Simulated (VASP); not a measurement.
Hf, 1 atom in the cell. Symmetry: Im-3m, No. 229, cubic system. The conventional cell has a = 3.322 Å, b = 3.322 Å, c = 3.322 Å, α = 90.00°, β = 90.00°, γ = 90.00°. Hf (site symmetry m-3m) has 14 Hf at 2.88 to 3.32 Å within 3.8 Å. 

```yaml
Program: VASP 6.6.1
Task: single point
Functional: PBEsol
Potentials_or_basis: VASP PAW PBE potentials, release 64 (Hf_pv)
Cutoff: 500 eV
k_mesh: 7 × 7 × 7
Occupations: methfessel-paxton, width 0.05 eV
Spin: no spin polarisation
Dipole_correction: no
Further_INCAR_settings: ALGO = Normal; EDIFF = 1e-06; NBANDS = 11
```

Potentials or basis: VASP PAW PBE potentials, release 64 (Hf_pv).

Run with:

```console
$ cat potpaw_PBE.64/Hf_pv/POTCAR > POTCAR
$ mpirun -np 1 vasp_std > vasp.out
```

Hardware: 1 thread of Intel(R) Xeon(R) 6975P-C (Granite Rapids) (shared host).

**Question.** How long does it take, and how much memory?

**Answer.** Wall time 2.5 s on 1 thread of Intel(R) Xeon(R) 6975P-C (Granite Rapids) (shared host), peak memory 0.13 GiB. Counts: scf iterations 11, k points 20.
